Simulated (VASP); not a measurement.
# SiC (F-43m) in VASP: notebook

The runs below take SiC through vibrations by perturbation theory, elastic constants, with PBE.

Program: VASP 6.6.1. These are calculated values, not measurements. Logs are shortened: lines on timing, memory, paths and dates and some standing lists are left out, and cuts for length are marked.

## (1) The cell of the first run

Symmetry: F-43m, No. 216, cubic system. Conventional cell: a = 4.380 Å, b = 4.380 Å, c = 4.380 Å, α = 90.00°, β = 90.00°, γ = 90.00°. Within 2.5 Å of Si (site symmetry -43m) lie 4 C at 1.90 Å. Within 2.5 Å of C (site symmetry -43m) lie 4 Si at 1.90 Å.

## (2) Vibrations by perturbation theory, PBE

The input, INCAR:

```
ALGO = Normal ; EDIFF = 1E-8
ENCUT = 520 ; GGA = PE
IBRION = 8 ; ISIF = 2
ISMEAR = 0 ; LASPH = T
LCHARG = F ; LEPSILON = T
LREAL = F ; LWAVE = F
NBANDS = 11 ; NELM = 60
NSW = 1 ; PREC = Accurate
SIGMA = 0.01
```

The input, KPOINTS:

```
k-points
0
Gamma
  10 10 10
```

The input, POSCAR:

```
SiC
1.0
    0.0000000000      2.1898722277      2.1898722277
    2.1898722277      0.0000000000      2.1898722277
    2.1898722277      2.1898722277      0.0000000000
Si C
1 1
Direct
    0.0000000000      0.0000000000      0.0000000000
    0.7500000000      0.7500000000      0.7500000000
```

Potentials or basis: VASP PAW PBE potentials, release 64 (Si, C).

On the command line:

```bash
$ cat potpaw_PBE.64/Si/POTCAR potpaw_PBE.64/C/POTCAR > POTCAR
$ mpirun -np 1 vasp_std > vasp.out
```

OUTCAR:

```text
EDIFF = 1E-8
   ENCUT = 520
   GGA = PE
   IBRION = 8
   ISIF = 2
   ISMEAR = 0
   LASPH = T
   LEPSILON = T
   LREAL = F
   NELM = 60
   NSW = 1
   PREC = Accurate

 ion  position               nearest neighbor table
   1  0.000  0.000  0.000-   2 1.90   2 1.90   2 1.90   2 1.90
   2  0.750  0.750  0.750-   1 1.90   1 1.90   1 1.90   1 1.90

  LATTYP: Found a face centered cubic cell.
 ALAT       =     4.3797444554

  Lattice vectors:

 A1 = (   0.0000000000,   2.1898722277,   2.1898722277)
 A2 = (   2.1898722277,   0.0000000000,   2.1898722277)
 A3 = (   2.1898722277,   2.1898722277,   0.0000000000)

Analysis of symmetry for initial positions (statically):
=====================================================================
 Subroutine PRICEL returns:
 Original cell was already a primitive cell.

 Routine SETGRP: Setting up the symmetry group for a
 face centered cubic supercell.

 Subroutine GETGRP returns: Found 24 space group operations
 (whereof 24 operations were pure point group operations)
 out of a pool of 48 trial point group operations.

The static configuration has the point symmetry T_d .

Analysis of symmetry for dynamics (positions and initial velocities):
=====================================================================
 Subroutine PRICEL returns:
 Original cell was already a primitive cell.

 Routine SETGRP: Setting up the symmetry group for a
 face centered cubic supercell.

 Subroutine GETGRP returns: Found 24 space group operations
 (whereof 24 operations were pure point group operations)
 out of a pool of 48 trial point group operations.

The dynamic configuration has the point symmetry T_d .

 Subroutine INISYM returns: Found 24 space group operations
 (whereof 24 operations are pure point group operations),
 and found     1 'primitive' translations

----------------------------------------------------------------------------------------

                                     Primitive cell

  volume of cell :      21.0032

  direct lattice vectors                    reciprocal lattice vectors
     0.000000000  2.189872228  2.189872228    -0.228323823  0.228323823  0.228323823
     2.189872228  0.000000000  2.189872228     0.228323823 -0.228323823  0.228323823
     2.189872228  2.189872228  0.000000000     0.228323823  0.228323823 -0.228323823

  length of vectors
     3.096947004  3.096947004  3.096947004     0.395468463  0.395468463  0.395468463

  position of ions in fractional coordinates (direct lattice)
     0.000000000  0.000000000  0.000000000
     0.750000000  0.750000000  0.750000000

  ion indices of the primitive-cell ions
   primitive index   ion index
                 1           1
                 2           2

----------------------------------------------------------------------------------------

 KPOINTS: k-points

Automatic generation of k-mesh.
 Grid dimensions read from file:
 generate k-points for:   10   10   10

 Generating k-lattice:

[... 483 lines left out ...]
 ------------------------------------------------------

 Free energy of the ion-electron system (eV)
  ---------------------------------------------------
  ---------------------------------------------------
  free energy    TOTEN  =        -0.37815399 eV

  energy without entropy =       -0.37815399

------------------------ aborting loop because EDIFF is reached ----------------------------------------

--------------------------------------- Ionic step        2  -------------------------------------------

------------------------ aborting loop because EDIFF is reached ----------------------------------------

--------------------------------------- Ionic step        3  -------------------------------------------

------------------------ aborting loop because EDIFF is reached ----------------------------------------

 PIEZOELECTRIC TENSOR FIELD DIRECTION 3  (e Angst)
 -----------------------------------------------------------------------------
    -0.00062  1.29360  0.00000           ( -0.00000  0.05411  0.00000)
     1.29360 -0.00062  0.00000           (  0.05411 -0.00000  0.00000)
     0.00000  0.00000  0.00075           (  0.00000  0.00000 -0.00000)

 PIEZOELECTRIC TENSOR FIELD DIRECTION 3  (C/m^2)
 -----------------------------------------------------------------------------
    -0.00048  0.98679  0.00000
     0.98679 -0.00048  0.00000
     0.00000  0.00000  0.00057

--------------------------------------- Ionic step        4  -------------------------------------------

------------------------ aborting loop because EDIFF is reached ----------------------------------------

[... ionic steps 5 to 6 ...]

--------------------------------------- Ionic step        7  -------------------------------------------

 Free energy of the ion-electron system (eV)
  ---------------------------------------------------
  ---------------------------------------------------
  free energy    TOTEN  =        -0.12459050 eV

  energy without entropy =       -0.12459050

------------------------ aborting loop because EDIFF is reached ----------------------------------------

 INTERNAL STRAIN TENSOR  FOR ION    2  DIRECTION 1   (eV/Angst):
 -----------------------------------------------------------------------------
    -0.00296  0.00000  0.00000
     0.00000  0.00093  7.49583
     0.00000  7.49583  0.00093

 MACROSCOPIC STATIC DIELECTRIC TENSOR (including local field effects in DFT)
 ------------------------------------------------------
           7.040171     0.000000    -0.000000
          -0.000000     7.040171    -0.000000
           0.000000     0.000000     7.040171
 ------------------------------------------------------

 PIEZOELECTRIC TENSOR (including local field effects)  for field in x, y, z        (e  Angst)
          XX          YY          ZZ          XY          YZ          ZX
  --------------------------------------------------------------------------------
  x    -0.00000     0.00000     0.00000     0.00000     1.29114     0.00000
  y    -0.00000    -0.00000     0.00000     0.00000     0.00000     1.29114
  z     0.00000     0.00000    -0.00000     1.29114     0.00000     0.00000

 PIEZOELECTRIC TENSOR (including local field effects)  for field in x, y, z        (C/m^2)
          XX          YY          ZZ          XY          YZ          ZX
  --------------------------------------------------------------------------------
  x    -0.00000     0.00000     0.00000     0.00000     0.98492     0.00000
  y    -0.00000    -0.00000     0.00000     0.00000     0.00000     0.98492
  z     0.00000     0.00000    -0.00000     0.98492     0.00000     0.00000

 BORN EFFECTIVE CHARGES (including local field effects) (in |e|, cummulative output)
 ---------------------------------------------------------------------------------
 ion    1
    1     2.68535    -0.00000     0.00000
    2     0.00000     2.68535     0.00000
    3    -0.00000     0.00000     2.68535
 ion    2
    1    -2.68535     0.00000    -0.00000
    2    -0.00000    -2.68535    -0.00000
    3     0.00000    -0.00000    -2.68535

 INTERNAL STRAIN TENSOR FOR ION    2 for displacements in x,y,z  (eV/Angst):
          X           Y           Z          XY          YZ          ZX
  --------------------------------------------------------------------------------
  x     0.00000     0.00000     0.00000     0.00000     7.49583     0.00000
  y     0.00000     0.00000     0.00000     0.00000     0.00000     7.49583
  z     0.00000     0.00000     0.00000     7.49583     0.00000     0.00000

 SECOND DERIVATIVES (NOT SYMMETRIZED)
 ------------------------------------
               1X          1Y          1Z          2X          2Y          2Z
  1X   -18.571340    0.000000    0.000000   18.571340    0.000000    0.000000
  1Y     0.000000  -18.571340    0.000000    0.000000   18.571340    0.000000
  1Z     0.000000    0.000000  -18.571340    0.000000    0.000000   18.571340
  2X    18.573978    0.000000    0.000000  -18.573978    0.000000    0.000000
  2Y     0.000000   18.573978    0.000000    0.000000  -18.573978    0.000000
  2Z     0.000000    0.000000   18.573978    0.000000    0.000000  -18.573978

 Eigenvectors and eigenvalues of the dynamical matrix
 ----------------------------------------------------

   1 f  =   23.228314 THz   145.947799 2PiTHz  774.813144 cm-1    96.064543 meV
             X         Y         Z           dx          dy          dz
      0.000000  0.000000  0.000000     0.000000    0.547290    0.000000
      3.284808  3.284808  3.284808     0.000000   -0.836943    0.000000
[... 21 lines left out ...]
   6 f/i=    0.000756 THz     0.004748 2PiTHz    0.025207 cm-1     0.003125 meV
             X         Y         Z           dx          dy          dz
      0.000000  0.000000  0.000000     0.000000    0.000000    0.836943
      3.284808  3.284808  3.284808     0.000000    0.000000    0.547290

--------------------------------------------------------------------------------------------------------

 MACROSCOPIC STATIC DIELECTRIC TENSOR IONIC CONTRIBUTION
 ------------------------------------------------------
           3.345084    -0.000000    -0.000000
          -0.000000     3.345084     0.000000
          -0.000000     0.000000     3.345084
 ------------------------------------------------------

 ELASTIC MODULI CONTR FROM IONIC RELAXATION (kBar)
 Direction    XX          YY          ZZ          XY          YZ          ZX
 --------------------------------------------------------------------------------
 XX          -0.0000     -0.0000     -0.0000     -0.0000      0.0000      0.0000
 YY          -0.0000     -0.0000     -0.0000     -0.0000     -0.0000      0.0000
 ZZ          -0.0000     -0.0000     -0.0000      0.0000     -0.0000      0.0000
 XY          -0.0000     -0.0000      0.0000   -210.1127      0.0000     -0.0000
 YZ           0.0000     -0.0000     -0.0000      0.0000   -210.1127      0.0000
 ZX           0.0000      0.0000      0.0000     -0.0000     -0.0000   -210.1127
 --------------------------------------------------------------------------------

 PIEZOELECTRIC TENSOR IONIC CONTR  for field in x, y, z        (C/m^2)
          XX          YY          ZZ          XY          YZ          ZX
  --------------------------------------------------------------------------------
  x     0.00000    -0.00000    -0.00000     0.00000    -0.78886     0.00000
  y     0.00000     0.00000     0.00000    -0.00000     0.00000    -0.78886
  z    -0.00000    -0.00000     0.00000    -0.78886     0.00000    -0.00000
```

Run time: 2.5 min. Hardware: 1 thread of Intel Xeon Platinum 8259CL at 2.50GHz (Skylake/Cascade Lake), shared host; peak memory 0.22 GiB.

Results:

```
Electronic dielectric tensor (diagonal)                 : 7.04
Born charges (mean of the diagonal)                     : Si +2.69; C -2.69 e
Highest phonon frequency at Γ, LO-TO splitting left out : 775 cm⁻¹
```

Phonon frequencies in cm⁻¹ (negative: imaginary):
```csv
q point,frequencies
"(0.000, 0.000, 0.000)",0 0 0 775 775 775
```

Electronic dielectric tensor:
```
7.04 0.00 0.00
0.00 7.04 0.00
0.00 0.00 7.04
```

Born effective charge tensors (e):
atom 1, Si
```
2.69 0.00 0.00
0.00 2.69 0.00
0.00 0.00 2.69
```
atom 2, C
```
-2.69  0.00  0.00
 0.00 -2.69  0.00
 0.00  0.00 -2.69
```

## (3) Elastic constants, PBE

The input, INCAR:

```
SYSTEM = SiC
ALGO = Normal
EDIFF = 1E-8
ENCUT = 600
GGA = PE
IBRION = 6
ISIF = 3
ISMEAR = 0
LASPH = .TRUE.
LCHARG = .FALSE.
LREAL = .FALSE.
LWAVE = .FALSE.
NBANDS = 11
NELM = 60
NFREE = 2
NSW = 1
POTIM = 0.015
PREC = Accurate
SIGMA = 0.01
```

The input, KPOINTS:

```
k-points
0
G
  10 10 10
  0 0 0
```

POSCAR is that of step 2.

Potentials or basis: VASP PAW PBE potentials, release 64 (Si, C).

On the command line:

```bash
$ cat potpaw_PBE.64/Si/POTCAR potpaw_PBE.64/C/POTCAR > POTCAR
$ mpirun -np 1 vasp_std > vasp.out
```

Run time: 9.8 min. Hardware: 1 thread of Intel Xeon Platinum 8259CL at 2.50GHz (Skylake/Cascade Lake), shared host; peak memory 0.27 GiB.

It converged, with:

| Item | Value |
| --- | --- |
| Elastic constants C11, C12, C44 | 382, 126, 240 GPa |
| Voigt bulk modulus | 212 GPa |
| Highest phonon frequency at Γ, LO-TO splitting left out | 775 cm⁻¹ |

Phonon frequencies in cm⁻¹ (negative: imaginary):
| q point | frequencies |
| --- | --- |
| (0.000, 0.000, 0.000) | 0 0 0 775 775 775 |

Elastic tensor in Voigt notation (GPa, in the Cartesian axes of the cell as first typed):
```
382 126 126   0   0   0
126 382 126   0   0   0
126 126 382   0   0   0
  0   0   0 240   0   0
  0   0   0   0 240   0
  0   0   0   0   0 240
```

Clamped-ion elastic tensor (GPa):
```
382 126 126   0   0   0
126 382 126   0   0   0
126 126 382   0   0   0
  0   0   0 264   0   0
  0   0   0   0 264   0
  0   0   0   0   0 264
```
